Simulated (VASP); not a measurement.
# AlNi3 (P4/mmm) in VASP: single point with PBE

Aim: the single point of AlNi3 with PBE.

Everything below comes from runs of VASP 6.6.1. Logs are shortened: lines on timing, memory, paths and dates and some standing lists are left out, and cuts for length are marked.

### 1 The cell of the first run

The structure is tetragonal, space group P4/mmm (No. 123). The conventional cell has a = 3.165 Å, b = 3.165 Å, c = 3.567 Å, α = 90.00°, β = 90.00°, γ = 90.00°. Within 3.0 Å of Al (site symmetry 4/mmm) lie 12 Ni at 2.24 to 2.38 Å. Within 3.0 Å of Ni (site symmetry mmm) lie 8 Ni at 2.24 to 2.38 Å and 4 Al at 2.38 Å. Ni (site symmetry 4/mmm) has 4 Al at 2.24 Å and 8 Ni at 2.38 Å within 3.0 Å.

### 2 Single point, PBE, collinear spin, ferromagnetic start (strain -0.1125 x Voigt [1, 1, 0, 0, 0, 0])

Contents of INCAR:

```
SYSTEM = AlNi3
ALGO = Fast ; EDIFF = 1E-7
ENCUT = 520 ; GGA = PE
ISIF = 2 ; ISMEAR = 0
ISPIN = 2 ; LASPH = .True.
LCHARG = .True. ; LELF = .True.
LMAXMIX = 4 ; LORBIT = 11
LREAL = .False. ; LVHAR = .True.
LWAVE = .False. ; MAGMOM = 0 0.3 0.3 0.3
NBANDS = 28 ; NELM = 150
PREC = Accurate ; SIGMA = 0.15
```

Contents of KPOINTS:

```
k-points
0
Gamma
  14 14 14
  0 0 0
```

Contents of POSCAR:

```
AlNi3
1.0
    3.1654275190      0.0000000000      0.0000000000
    0.0000000000      3.1654275190      0.0000000000
    0.0000000000      0.0000000000      3.5666788946
Al Ni
1 3
Direct
    0.0000000000      0.0000000000      0.0000000000
    0.0000000000      0.5000000000      0.5000000000
    0.5000000000      0.0000000000      0.5000000000
    0.5000000000      0.5000000000      0.0000000000
```

Potentials or basis: VASP PAW PBE potentials, release 64 (Al, Ni).

Run with:

```
$ cat potpaw_PBE.64/Al/POTCAR potpaw_PBE.64/Ni/POTCAR > POTCAR
$ mpirun -np 1 vasp_std > vasp.out
```

OUTCAR:

```text
SYSTEM = AlNi3
   EDIFF = 1E-7
   ENCUT = 520
   GGA = PE
   ISIF = 2
   ISMEAR = 0
   ISPIN = 2
   LASPH = .True.
   LORBIT = 11
   LREAL = .False.
   NELM = 150
   PREC = Accurate

 ion  position               nearest neighbor table
   1  0.000  0.000  0.000-   4 2.24   4 2.24   4 2.24   4 2.24   3 2.38   2 2.38   3 2.38   2 2.38
                             3 2.38   2 2.38   3 2.38   2 2.38
   2  0.000  0.500  0.500-   3 2.24   3 2.24   3 2.24   3 2.24   4 2.38   1 2.38   1 2.38   1 2.38
                             4 2.38   4 2.38   4 2.38   1 2.38
   3  0.500  0.000  0.500-   2 2.24   2 2.24   2 2.24   2 2.24   4 2.38   1 2.38   4 2.38   4 2.38
                             1 2.38   4 2.38   1 2.38   1 2.38
   4  0.500  0.500  0.000-   1 2.24   1 2.24   1 2.24   1 2.24   3 2.38   2 2.38   3 2.38   3 2.38
                             3 2.38   2 2.38   2 2.38   2 2.38

  LATTYP: Found a simple tetragonal cell.
 ALAT       =     3.1654275190
 C/A-ratio  =     1.1267605634

  Lattice vectors:

 A1 = (   3.1654275190,   0.0000000000,   0.0000000000)
 A2 = (   0.0000000000,   3.1654275190,   0.0000000000)
 A3 = (   0.0000000000,   0.0000000000,   3.5666788946)

Analysis of symmetry for initial positions (statically):
=====================================================================
 Subroutine PRICEL returns:
 Original cell was already a primitive cell.

 Routine SETGRP: Setting up the symmetry group for a
 simple tetragonal supercell.

 Subroutine GETGRP returns: Found 16 space group operations
 (whereof 16 operations were pure point group operations)
 out of a pool of 16 trial point group operations.

The static configuration has the point symmetry D_4h.

Analysis of symmetry for dynamics (positions and initial velocities):
=====================================================================
 Subroutine PRICEL returns:
 Original cell was already a primitive cell.

 Routine SETGRP: Setting up the symmetry group for a
 simple tetragonal supercell.

 Subroutine GETGRP returns: Found 16 space group operations
 (whereof 16 operations were pure point group operations)
 out of a pool of 16 trial point group operations.

The dynamic configuration has the point symmetry D_4h.

Analysis of structural, dynamic, and magnetic symmetry:
=====================================================================
 Subroutine PRICEL returns:
[... 134 lines left out ...]
  volume/ion in A,a.u.               =       8.93        60.29
  Fermi-wavevector in a.u.,A,eV,Ry     =   1.594177  3.012558 34.577853  2.541401
  Thomas-Fermi vector in A             =   2.692292
   LORBIT       =     11    0 simple, 1 ext, 2 COOP (PROOUT), +10 PAW based schemes
   GGA     = PE    functional components
   LHFCALC =     F    Hartree Fock is set to
   AEXX    =    0.0000 exact exchange contribution
   IVDW    =     0    specifies the selected vdW correction
   LEPSILON=     F    determine dielectric tensor
   LRPA    =     F    only Hartree local field effects (RPA)
 spin polarized calculation
 RMM-DIIS sequential band-by-band and
 Gauss-broadening in eV      SIGMA  =   0.15
  energy-cutoff  :      520.00
  volume of cell :       35.74
 maximum number of plane-waves:       988
 NGX is ok and might be reduce to    24
   NGX = 11   NGY = 11   NGZ = 13

 number of electron      32.9999989 magnetization       0.0003647

 Free energy of the ion-electron system (eV)
  ---------------------------------------------------
  ext. energy  EPLUGINS =         0.00000000
  ---------------------------------------------------
  free energy    TOTEN  =       -19.91619331 eV

  energy without entropy =      -19.87423370  energy(sigma->0) =      -19.89521351

 E-fermi :  13.0640     XC(G=0): -13.9879

 val. band max:       13.0638679300   @ k =   0.2143   0.0714   0.1429
 cond. band min:      13.0645023651   @ k =   0.1429   0.1429   0.0714
 fundamental gap:      0.0006344351
 Fermi energy:        13.0640495497

 spin component 1

 k-point     1 :       0.0000    0.0000    0.0000
  band No.  band energies     occupation
      1       1.3735      1.00000
      2       7.2160      1.00000
      3       7.9927      1.00000
      4       8.2378      1.00000
      5       8.7190      1.00000
      6       8.7237      1.00000
[... 733 lines left out ...]
     27      29.6571      0.00000
     28      30.9978      0.00000

 [... further k-points ...]

 spin component 2

 k-point     1 :       0.0000    0.0000    0.0000
  band No.  band energies     occupation
      1       1.3735      1.00000
      2       7.2160      1.00000
      3       7.9928      1.00000
      4       8.2378      1.00000
      5       8.7191      1.00000
      6       8.7238      1.00000
[... 733 lines left out ...]
     27      29.6571      0.00000
     28      31.0172      0.00000

 [... further k-points ...]
[... 5 lines left out ...]
  --------------------------------------------------------------------------------------
  -------------------------------------------------------------------------------------
  Total       18.8963842     18.8963842     12.8097518      0.0000000      0.0000000      0.0000000
  in kB      847.1504279    847.1504279    574.2784725      0.0000000      0.0000000      0.0000000
  external PRESSURE =     756.1931094 kB  Pullay stress =       0.0000000 kB

 VOLUME and BASIS-vectors are now :
 -----------------------------------------------------------------------------
  energy-cutoff  :      520.00
  volume of cell :       35.74
      direct lattice vectors                 reciprocal lattice vectors
     3.165427519  0.000000000  0.000000000     0.315913094  0.000000000  0.000000000
     0.000000000  3.165427519  0.000000000     0.000000000  0.315913094  0.000000000
     0.000000000  0.000000000  3.566678895     0.000000000  0.000000000  0.280372871

 POSITION                                       TOTAL-FORCE (eV/Angst)
 -----------------------------------------------------------------------------------
      0.00000      0.00000      0.00000         0.000000      0.000000      0.000000
      0.00000      1.58271      1.78334         0.000000      0.000000      0.000000
      1.58271      0.00000      1.78334         0.000000      0.000000      0.000000
      1.58271      1.58271      0.00000         0.000000      0.000000      0.000000
 -----------------------------------------------------------------------------------
    total drift:                                0.000000     -0.000000     -0.000000

  FREE ENERGIE OF THE ION-ELECTRON SYSTEM (eV)
  ---------------------------------------------------
  free  energy   TOTEN  =       -19.9161933077 eV

  energy  without entropy=      -19.8742337028  energy(sigma->0) =      -19.89521351

 total charge

# of ion       s       p       d       tot
------------------------------------------
    1        0.448   0.511   0.000   0.959
    2        0.610   0.762   8.534   9.906
    3        0.610   0.762   8.534   9.906
    4        0.608   0.758   8.578   9.945
--------------------------------------------------
tot          2.276   2.794  25.646  30.716

 magnetization (x)

# of ion       s       p       d       tot
------------------------------------------
    1       -0.000  -0.000   0.000  -0.000
    2       -0.000  -0.000   0.000   0.000
    3       -0.000  -0.000   0.000   0.000
    4       -0.000  -0.000   0.000   0.000
--------------------------------------------------
tot         -0.000  -0.000   0.000   0.000
```

OSZICAR:

```text
N       E                     dE             d eps       ncg     rms          rms(c)
DAV:   1     0.203147781095E+03    0.20315E+03   -0.13610E+04 33912   0.160E+03
DAV:   2    -0.102889692864E+02   -0.21344E+03   -0.19669E+03 32380   0.306E+02
DAV:   3    -0.238428324253E+02   -0.13554E+02   -0.12720E+02 35360   0.943E+01
[... 12 lines left out ...]
RMM:  16    -0.199161925737E+02   -0.21338E-06   -0.67152E-07 34876   0.473E-03    0.640E-03
RMM:  17    -0.199161929392E+02   -0.36557E-06   -0.23556E-07 26333   0.407E-03    0.392E-03
RMM:  18    -0.199161931433E+02   -0.20408E-06   -0.95462E-08 20017   0.208E-03    0.299E-03
RMM:  19    -0.199161932839E+02   -0.14062E-06   -0.67419E-08 19469   0.190E-03    0.194E-03
RMM:  20    -0.199161933077E+02   -0.23736E-07   -0.90176E-08 19261   0.236E-03
   1 F= -.19916193E+02 E0= -.19895214E+02  d E =-.419596E-01  mag=     0.0001
```

Run time: 3.9 min. Hardware: 1 thread of Intel Xeon 6975P-C (Granite Rapids), shared host; peak memory 0.46 GiB.

What came out:

```yaml
Free_energy: -19.9162 eV
Pressure: 75.6 GPa
Net_moment: 0.00 μB per cell
Valence_electrons_inside_the_program's_atomic_spheres: Al 0.96; Ni 9.91, 9.95 (each value once)
```

Levels at points of the mesh, in eV from the Fermi level:
Spin up:
```tsv
k point	band 13	band 14	band 15	band 16	band 17	band 18	band 19	band 20	band 21	band 22
(0.00, 0.00, 0.00)	-0.27	-0.10	0.04	0.04	0.68	2.01	2.01	6.62	8.75	10.32
(0.50, 0.00, 0.00)	-1.46	-1.27	-1.20	-0.77	0.03	5.11	5.92	6.49	7.44	8.18
(0.50, 0.50, 0.00)	-1.46	-1.25	-0.85	-0.75	-0.63	1.72	1.72	8.37	8.37	9.16
(0.00, 0.00, 0.50)	-1.25	-1.09	-1.09	-0.18	0.68	6.74	6.74	7.08	7.08	7.89
(0.50, 0.00, 0.50)	-1.53	-1.30	-1.30	-1.19	-0.76	1.20	1.24	9.68	10.38	10.41
(0.50, 0.50, 0.50)	-1.52	-1.52	-0.92	-0.51	-0.18	0.05	0.05	4.90	5.18	5.74
```
Spin down:
```tsv
k point	band 13	band 14	band 15	band 16	band 17	band 18	band 19	band 20	band 21	band 22
(0.00, 0.00, 0.00)	-0.27	-0.10	0.04	0.04	0.68	2.01	2.01	6.62	8.75	10.32
(0.50, 0.00, 0.00)	-1.46	-1.27	-1.20	-0.77	0.03	5.11	5.92	6.49	7.44	8.18
(0.50, 0.50, 0.00)	-1.46	-1.25	-0.85	-0.75	-0.63	1.72	1.72	8.37	8.37	9.16
(0.00, 0.00, 0.50)	-1.25	-1.09	-1.09	-0.18	0.68	6.74	6.74	7.08	7.08	7.89
(0.50, 0.00, 0.50)	-1.53	-1.30	-1.29	-1.19	-0.76	1.20	1.24	9.68	10.38	10.41
(0.50, 0.50, 0.50)	-1.52	-1.52	-0.92	-0.51	-0.18	0.05	0.05	4.90	5.18	5.74
```

Caveat: the cell differs from its parent crystal (strain -0.1125 x Voigt [1, 1, 0, 0, 0, 0]); the stress differs along the axes, from 57 to 85 GPa.
